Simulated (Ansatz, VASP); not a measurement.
**One calculation of Al2O3, two programs**

```
Al O
1.0
     2.83850    0.00000    0.00000
    -1.41925    2.45821    0.00000
     0.00000    0.00000    6.63960
Al O
2 3
Direct
  0.00000 0.00000 0.19074
  0.00000 0.00000 0.80926
  0.33333 0.66667 0.28409
  0.66667 0.33333 0.00000
  0.33333 0.66667 0.71591
```

Alike in both runs: task single point; functional PBE; dispersion D3(BJ); k mesh 9 × 9 × 4; occupations gaussian, width 0.05 eV; no spin polarisation.

```csv
,VASP,Ansatz
version,VASP 6.6.1,Ansatz 0.2.0
potentials or method,"VASP PAW PBE potentials, release 64 (Al, O), cutoff 520 eV","scalar-relativistic, plane waves, PAW"
valence electrons in the cell,24,24
```

```csv
,VASP,Ansatz,Ansatz less VASP
gap on the k mesh at the Fermi level (eV),4.52,4.55,+0.026
least direct gap on the mesh (eV),4.64,4.66,+0.024
pressure (GPa),20.7,20.5,-0.18
"traceless stress, the component that is largest in VASP (GPa)",12.60,12.96,+0.364
rms of the force components (eV/Å),0.685,0.683,-0.0019
```

Atom by atom the forces differ by 0.016 eV/Å (rms over components).
